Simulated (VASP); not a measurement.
# LiH (Fm-3m) in VASP: notebook, part 2 of 2

VASP 6.6.1. Earlier steps stand in the parts before.

## (3) Single point, r2SCAN

Contents of POSCAR:

```
LiH
1.0
    0.0000000000      2.0367500000      2.0367500000
    2.0367500000      0.0000000000      2.0367500000
    2.0367500000      2.0367500000      0.0000000000
Li H
1 1
Direct
    0.0000000000      0.0000000000      0.0000000000
    0.5000000000      0.5000000000      0.5000000000
```

Contents of INCAR.step1:

```
SYSTEM = LiH
PREC     = Accurate       ! precision mode
ENCUT    = 520            ! plane-wave cutoff, eV
ISMEAR   = -1             ! smearing method
SIGMA    = 0.05           ! smearing width, eV
LREAL    = .False.        ! projectors in reciprocal space
LASPH    = .True.         ! aspherical terms in the spheres
NELM     = 60             ! most SCF steps
NBANDS   = 9              ! bands
GGA      = PE             ! functional
ALGO     = Normal         ! electronic algorithm
EDIFF    = 1E-4           ! SCF threshold, eV
LWAVE    = .True.         ! write WAVECAR
LCHARG   = .False.        ! write CHGCAR
```

Contents of INCAR.step2:

```
SYSTEM = LiH
PREC     = Accurate       ! precision mode
ENCUT    = 520            ! plane-wave cutoff, eV
EDIFF    = 1E-6           ! SCF threshold, eV
ISMEAR   = -1             ! smearing method
SIGMA    = 0.05           ! smearing width, eV
LREAL    = .False.        ! projectors in reciprocal space
LASPH    = .True.         ! aspherical terms in the spheres
NELM     = 60             ! most SCF steps
ALGO     = Normal         ! electronic algorithm
ISIF     = 2              ! what is computed and relaxed
LWAVE    = .False.        ! write WAVECAR
LCHARG   = .False.        ! write CHGCAR
METAGGA  = R2SCAN         ! meta-GGA
LMIXTAU  = .True.       
NBANDS   = 9              ! bands
ISTART   = 1
```

Contents of KPOINTS:

```
regular mesh
0
Gamma
  11 11 11
  0 0 0
```

Potentials or basis: VASP PAW PBE potentials, release 64 (Li_sv, H).

The run is started by

```console
> cat potpaw_PBE.64/Li_sv/POTCAR potpaw_PBE.64/H/POTCAR > POTCAR
> cp INCAR.step1 INCAR
> mpirun -np 1 vasp_std > vasp.out
> cp INCAR.step2 INCAR
> mpirun -np 1 vasp_std > vasp.out
```

OUTCAR:

```text
SYSTEM = LiH
   PREC = Accurate
   ENCUT = 520
   EDIFF = 1E-6
   ISMEAR = -1
   LREAL = .False.
   LASPH = .True.
   NELM = 60
   ISIF = 2
   METAGGA = R2SCAN
   ISTART = 1

 ion  position               nearest neighbor table
   1  0.000  0.000  0.000-
   2  0.500  0.500  0.500-

  LATTYP: Found a face centered cubic cell.
 ALAT       =     4.0735000000

  Lattice vectors:

 A1 = (   0.0000000000,   2.0367500000,   2.0367500000)
 A2 = (   2.0367500000,   0.0000000000,   2.0367500000)
 A3 = (   2.0367500000,   2.0367500000,   0.0000000000)

Analysis of symmetry for initial positions (statically):
=====================================================================
 Subroutine PRICEL returns:
 Original cell was already a primitive cell.

 Routine SETGRP: Setting up the symmetry group for a
 face centered cubic supercell.

 Subroutine GETGRP returns: Found 48 space group operations
 (whereof 48 operations were pure point group operations)
 out of a pool of 48 trial point group operations.

The static configuration has the point symmetry O_h .

Analysis of symmetry for dynamics (positions and initial velocities):
[... 164 lines left out ...]
 Fermi energy:         0.6487568685

 k-point     1 :       0.0000    0.0000    0.0000
  band No.  band energies     occupation
      1     -46.1819      2.00000
      2      -5.6704      2.00000
      3      16.5705      0.00000
      4      18.4635      0.00000
      5      18.4635      0.00000
      6      18.4645      0.00000
      7      22.8242      0.00000
      8      22.8242      0.00000
      9      22.8244      0.00000
[... 265 lines left out ...]
 k-point    24 :      -0.1818    0.1818    0.0000
  band No.  band energies     occupation
      1     -46.1572      2.00000
      2      -4.1523      2.00000
      3      10.4236      0.00000
      4      10.6219      0.00000
      5      16.7797      0.00000
      6      18.3560      0.00000
      7      21.4987      0.00000
      8      24.0660      0.00000
      9      25.3135      0.00000

 [... further k-points ...]

------------------------ aborting loop because EDIFF is reached ----------------------------------------

  FORCE on cell =-STRESS in cart. coord.  units (eV):
  Direction    XX          YY          ZZ          XY          YZ          ZX
  --------------------------------------------------------------------------------------
  -------------------------------------------------------------------------------------
  Total       -0.2171107     -0.2171107     -0.2171107      0.0000000      0.0000000      0.0000000
  in kB      -20.5848917    -20.5848917    -20.5848917      0.0000000      0.0000000      0.0000000
  external PRESSURE =     -20.5848917 kB  Pullay stress =       0.0000000 kB

 VOLUME and BASIS-vectors are now :
 -----------------------------------------------------------------------------
  energy-cutoff  :      520.00
  volume of cell :       16.90
      direct lattice vectors                 reciprocal lattice vectors
     0.000000000  2.036750000  2.036750000    -0.245489137  0.245489137  0.245489137
     2.036750000  0.000000000  2.036750000     0.245489137 -0.245489137  0.245489137
     2.036750000  2.036750000  0.000000000     0.245489137  0.245489137 -0.245489137

 POSITION                                       TOTAL-FORCE (eV/Angst)
 -----------------------------------------------------------------------------------
      0.00000      0.00000      0.00000        -0.000000      0.000000     -0.000000
      2.03675      2.03675      2.03675         0.000000      0.000000      0.000000
 -----------------------------------------------------------------------------------
    total drift:                                0.000000     -0.000000     -0.000000

  FREE ENERGIE OF THE ION-ELECTRON SYSTEM (eV)
  ---------------------------------------------------
  free  energy   TOTEN  =        -6.8129875669 eV

  energy  without entropy=       -6.8129875669  energy(sigma->0) =       -6.81298757
```

OSZICAR.step1:

```text
N       E                     dE             d eps       ncg     rms          rms(c)
DAV:   1    -0.134373692606E+01   -0.13437E+01   -0.13975E+03  1024   0.395E+02
DAV:   2    -0.628401195952E+01   -0.49403E+01   -0.48991E+01  1386   0.569E+01
DAV:   3    -0.636247126876E+01   -0.78459E-01   -0.78414E-01  1242   0.590E+00
DAV:   4    -0.636282088942E+01   -0.34962E-03   -0.34960E-03  1359   0.361E-01
DAV:   5    -0.636282330757E+01   -0.24181E-05   -0.24182E-05  1275   0.188E-02    0.285E+00
DAV:   6    -0.618070596080E+01    0.18212E+00   -0.15258E-01  1126   0.119E+00    0.142E+00
DAV:   7    -0.612092291564E+01    0.59783E-01   -0.19189E-01  1172   0.152E+00    0.219E-01
DAV:   8    -0.612282461653E+01   -0.19017E-02   -0.47540E-03  1207   0.444E-01    0.428E-02
DAV:   9    -0.612275833154E+01    0.66285E-04   -0.15774E-04  1233   0.468E-02
   1 F= -.61227583E+01 E0= -.61227583E+01  d E =-.397630E-11
```

It took 36 s on 1 thread of Intel Xeon 8259CL, shared host; peak memory 0.14 GiB.

What came out:

```yaml
Free_energy: -6.8130 eV
Band_gap_on_the_k_mesh: 3.80 eV
```

Levels at points of the mesh, in eV from the valence-band top:
| k point | band 1 | band 2 | band 3 | band 4 | band 5 |
| --- | --- | --- | --- | --- | --- |
| (0.00, 0.00, 0.00) | -45.74 | -5.22 | 17.02 | 18.91 | 18.91 |

Caveat: the cutoff is under 1.25 times the usual one of these potentials, so pressure, stress and relaxed cells hold a basis-set (Pulay) error; the PAW data sets were made with another functional, which shifts forces and pressure a little; an odd mesh through Γ misses points on the zone boundary, where band edges can lie. r2SCAN opens gaps a little over a GGA but as a rule still falls short of measured ones.

## (4) Single point, r2SCAN

This run uses another cell than the first one, of 8.62 Å³/atom.

Contents of POSCAR:

```
LiH
1.0
    0.0000000000      2.0502388037      2.0502388037
    2.0502388037      0.0000000000      2.0502388037
    2.0502388037      2.0502388037      0.0000000000
Li H
1 1
Direct
    0.0000000000      0.0000000000      0.0000000000
    0.5000000000      0.5000000000      0.5000000000
```

Contents of INCAR.step1:

```
PREC = Accurate ; ENCUT = 520
ISMEAR = -1 ; SIGMA = 0.05
LREAL = F ; LASPH = T
NELM = 80 ; NBANDS = 9
GGA = PE ; ALGO = Normal
EDIFF = 1E-4 ; LWAVE = T
LCHARG = F
```

Contents of INCAR.step2:

```
PREC = Accurate ; ENCUT = 520
EDIFF = 1E-6 ; ISMEAR = -1
SIGMA = 0.05 ; LREAL = F
LASPH = T ; NELM = 80
ALGO = Normal ; ISIF = 2
LWAVE = F ; LCHARG = F
METAGGA = R2SCAN ; LMIXTAU = T
NBANDS = 9 ; ISTART = 1
```

Contents of KPOINTS:

```
regular mesh
0
Gamma
  11 11 11
```

Potentials or basis: VASP PAW PBE potentials, release 64 (Li_sv, H).

The run is started by

```console
> cat potpaw_PBE.64/Li_sv/POTCAR potpaw_PBE.64/H/POTCAR > POTCAR
> cp INCAR.step1 INCAR
> mpirun -np 1 vasp_std > vasp.out
> cp INCAR.step2 INCAR
> mpirun -np 1 vasp_std > vasp.out
```

OUTCAR:

```text
PREC = Accurate
   ENCUT = 520
   EDIFF = 1E-6
   ISMEAR = -1
   LREAL = F
   LASPH = T
   NELM = 80
   ISIF = 2
   METAGGA = R2SCAN
   ISTART = 1

 ion  position               nearest neighbor table
   1  0.000  0.000  0.000-
   2  0.500  0.500  0.500-

  LATTYP: Found a face centered cubic cell.
 ALAT       =     4.1004776074

  Lattice vectors:

 A1 = (   0.0000000000,   2.0502388037,   2.0502388037)
 A2 = (   2.0502388037,   0.0000000000,   2.0502388037)
 A3 = (   2.0502388037,   2.0502388037,   0.0000000000)

Analysis of symmetry for initial positions (statically):
=====================================================================
 Subroutine PRICEL returns:
 Original cell was already a primitive cell.

 Routine SETGRP: Setting up the symmetry group for a
 face centered cubic supercell.

 Subroutine GETGRP returns: Found 48 space group operations
 (whereof 48 operations were pure point group operations)
 out of a pool of 48 trial point group operations.

The static configuration has the point symmetry O_h .

Analysis of symmetry for dynamics (positions and initial velocities):
=====================================================================
 Subroutine PRICEL returns:
 Original cell was already a primitive cell.

 Routine SETGRP: Setting up the symmetry group for a
 face centered cubic supercell.

 Subroutine GETGRP returns: Found 48 space group operations
 (whereof 48 operations were pure point group operations)
 out of a pool of 48 trial point group operations.

The dynamic configuration has the point symmetry O_h .

 Subroutine INISYM returns: Found 48 space group operations
 (whereof 48 operations are pure point group operations),
 and found     1 'primitive' translations

----------------------------------------------------------------------------------------

[... 115 lines left out ...]
  Thomas-Fermi vector in A             =   2.138754
   LORBIT       =      0    0 simple, 1 ext, 2 COOP (PROOUT), +10 PAW based schemes
   METAGGA = R2SCAN    functional components
   LHFCALC =     F    Hartree Fock is set to
   AEXX    =    0.0000 exact exchange contribution
   IVDW    =     0    specifies the selected vdW correction
   LEPSILON=     F    determine dielectric tensor
   LRPA    =     F    only Hartree local field effects (RPA)
 non-spin polarized calculation
  energy-cutoff  :      520.00
  volume of cell :       17.24
 maximum number of plane-waves:       483
 NGX is ok and might be reduce to    24
   NGX = 11   NGY = 11   NGZ = 11

 number of electron       4.0000004 magnetization

 Free energy of the ion-electron system (eV)
  ---------------------------------------------------
  ext. energy  EPLUGINS =         0.00000000
  ---------------------------------------------------
  free energy    TOTEN  =        -6.80837231 eV

  energy without entropy =       -6.80837231  energy(sigma->0) =       -6.80837231

 E-fermi :   0.5960     XC(G=0):  -8.5864

 val. band max:       -0.5254342032   @ k =  -0.4545   0.4545   0.0000
 cond. band min:       3.2857522087   @ k =  -0.4545   0.4545   0.0000
 fundamental gap:      3.8111864119
 Fermi energy:         0.5960338735

 k-point     1 :       0.0000    0.0000    0.0000
  band No.  band energies     occupation
      1     -46.2990      2.00000
      2      -5.6729      2.00000
      3      16.2380      0.00000
      4      18.1809      0.00000
      5      18.1809      0.00000
      6      18.1818      0.00000
      7      22.5057      0.00000
      8      22.5057      0.00000
      9      22.5059      0.00000
[... 265 lines left out ...]
 k-point    24 :      -0.1818    0.1818    0.0000
  band No.  band energies     occupation
      1     -46.2763      2.00000
      2      -4.1694      2.00000
      3      10.2147      0.00000
      4      10.4534      0.00000
      5      16.5016      0.00000
      6      18.0770      0.00000
      7      21.1799      0.00000
      8      23.7214      0.00000
      9      24.9625      0.00000

 [... further k-points ...]

------------------------ aborting loop because EDIFF is reached ----------------------------------------

  FORCE on cell =-STRESS in cart. coord.  units (eV):
  Direction    XX          YY          ZZ          XY          YZ          ZX
  --------------------------------------------------------------------------------------
  -------------------------------------------------------------------------------------
  Total       -0.3258056     -0.3258056     -0.3258056      0.0000000     -0.0000000     -0.0000000
  in kB      -30.2848731    -30.2848731    -30.2848731      0.0000000     -0.0000000     -0.0000000
  external PRESSURE =     -30.2848731 kB  Pullay stress =       0.0000000 kB

 VOLUME and BASIS-vectors are now :
 -----------------------------------------------------------------------------
  energy-cutoff  :      520.00
  volume of cell :       17.24
      direct lattice vectors                 reciprocal lattice vectors
     0.000000000  2.050238804  2.050238804    -0.243874030  0.243874030  0.243874030
     2.050238804  0.000000000  2.050238804     0.243874030 -0.243874030  0.243874030
     2.050238804  2.050238804  0.000000000     0.243874030  0.243874030 -0.243874030

 POSITION                                       TOTAL-FORCE (eV/Angst)
 -----------------------------------------------------------------------------------
      0.00000      0.00000      0.00000         0.000000     -0.000000     -0.000000
      2.05024      2.05024      2.05024        -0.000000      0.000000      0.000000
 -----------------------------------------------------------------------------------
    total drift:                                0.000000     -0.000000     -0.000000

  FREE ENERGIE OF THE ION-ELECTRON SYSTEM (eV)
  ---------------------------------------------------
  free  energy   TOTEN  =        -6.8083723149 eV

  energy  without entropy=       -6.8083723149  energy(sigma->0) =       -6.80837231
```

OSZICAR.step1:

```text
N       E                     dE             d eps       ncg     rms          rms(c)
DAV:   1    -0.881648630259E+00   -0.88165E+00   -0.14245E+03  1016   0.402E+02
DAV:   2    -0.628923624693E+01   -0.54076E+01   -0.53778E+01  1449   0.582E+01
DAV:   3    -0.635760008391E+01   -0.68364E-01   -0.68337E-01  1203   0.570E+00
DAV:   4    -0.635787850581E+01   -0.27842E-03   -0.27838E-03  1435   0.326E-01
DAV:   5    -0.635787941313E+01   -0.90732E-06   -0.90729E-06  1209   0.138E-02    0.284E+00
DAV:   6    -0.617596919537E+01    0.18191E+00   -0.15459E-01  1132   0.119E+00    0.141E+00
DAV:   7    -0.611680233233E+01    0.59167E-01   -0.19254E-01  1158   0.152E+00    0.219E-01
DAV:   8    -0.611875237093E+01   -0.19500E-02   -0.49414E-03  1198   0.452E-01    0.428E-02
DAV:   9    -0.611868583225E+01    0.66539E-04   -0.15998E-04  1224   0.467E-02
   1 F= -.61186858E+01 E0= -.61186858E+01  d E =-.227557E-11
```

Run time: 35 s. Hardware: 1 thread of Intel Xeon 8259CL, shared host; peak memory 0.14 GiB.

Results:

```yaml
Free_energy: -6.8084 eV
Band_gap_on_the_k_mesh: 3.81 eV
```

Caveat: the cutoff is under 1.25 times the usual one of these potentials, so pressure, stress and relaxed cells hold a basis-set (Pulay) error; the PAW data sets were made with another functional, which shifts forces and pressure a little; an odd mesh through Γ misses points on the zone boundary, where band edges can lie.

## (5) Single point, r2SCAN

This run uses another cell than the first one, of 8.79 Å³/atom.

Contents of POSCAR:

```
LiH
1.0
    0.0000000000      2.0635524157      2.0635524157
    2.0635524157      0.0000000000      2.0635524157
    2.0635524157      2.0635524157      0.0000000000
Li H
1 1
Direct
    0.0000000000      0.0000000000      0.0000000000
    0.5000000000      0.5000000000      0.5000000000
```

Contents of INCAR.step1:

```
PREC     = Accurate       # precision mode
ENCUT    = 520            # plane-wave cutoff, eV
ISMEAR   = -1             # smearing method
SIGMA    = 0.05           # smearing width, eV
LREAL    = F              # projectors in reciprocal space
LASPH    = T              # aspherical terms in the spheres
NELM     = 80             # most SCF steps
NBANDS   = 9              # bands
GGA      = PE             # functional
ALGO     = Normal         # electronic algorithm
EDIFF    = 1E-4           # SCF threshold, eV
LWAVE    = T              # write WAVECAR
LCHARG   = F              # write CHGCAR
```

Contents of INCAR.step2:

```
PREC     = Accurate       # precision mode
ENCUT    = 520            # plane-wave cutoff, eV
EDIFF    = 1E-6           # SCF threshold, eV
ISMEAR   = -1             # smearing method
SIGMA    = 0.05           # smearing width, eV
LREAL    = F              # projectors in reciprocal space
LASPH    = T              # aspherical terms in the spheres
NELM     = 80             # most SCF steps
ALGO     = Normal         # electronic algorithm
ISIF     = 2              # what is computed and relaxed
LWAVE    = F              # write WAVECAR
LCHARG   = F              # write CHGCAR
METAGGA  = R2SCAN         # meta-GGA
LMIXTAU  = T            
NBANDS   = 9              # bands
ISTART   = 1
```

KPOINTS is that of step 4.

The run is started by

```console
> cat potpaw_PBE.64/Li_sv/POTCAR potpaw_PBE.64/H/POTCAR > POTCAR
> cp INCAR.step1 INCAR
> mpirun -np 1 vasp_std > vasp.out
> cp INCAR.step2 INCAR
> mpirun -np 1 vasp_std > vasp.out
```

Run time: 32 s. Hardware: 1 thread of Intel Xeon Platinum 8375C at 2.90GHz (Ice Lake), shared host; peak memory 0.13 GiB.

The run converged. Its results:

```
Free energy            : -6.8019 eV
Band gap on the k mesh : 3.82 eV
```

Levels at points of the mesh, in eV from the valence-band top:
| k point | band 1 | band 2 | band 3 | band 4 | band 5 |
| --- | --- | --- | --- | --- | --- |
| (0.00, 0.00, 0.00) | -45.80 | -5.08 | 16.51 | 18.50 | 18.50 |

Caveat: the cutoff is under 1.25 times the usual one of these potentials, so pressure, stress and relaxed cells hold a basis-set (Pulay) error; the PAW data sets were made with another functional, which shifts forces and pressure a little; an odd mesh through Γ misses points on the zone boundary, where band edges can lie.

## (6) Summary

| cell | gap on the mesh (eV) |
| --- | --- |
| a = 2.880 Å, angles 60.0°, 2 atoms | 3.80 |
| a = 2.899 Å, angles 60.0°, 2 atoms | 3.81 |
| a = 2.918 Å, angles 60.0°, 2 atoms | 3.82 |

Alike in all rows: task single point; level r2SCAN; potentials or basis VASP PAW PBE potentials, release 64 (Li_sv, H); no spin polarisation; k mesh 11 × 11 × 11; cutoff (eV) 520; smearing fermi-dirac 0.05 eV.

Caveats: the cutoff is under 1.25 times the usual one of these potentials, so pressure, stress and relaxed cells hold a basis-set (Pulay) error; the PAW data sets were made with another functional, which shifts forces and pressure a little; an odd mesh through Γ misses points on the zone boundary, where band edges can lie.

Total energies depend on the potentials used, so only differences within one code and one set of settings carry meaning.
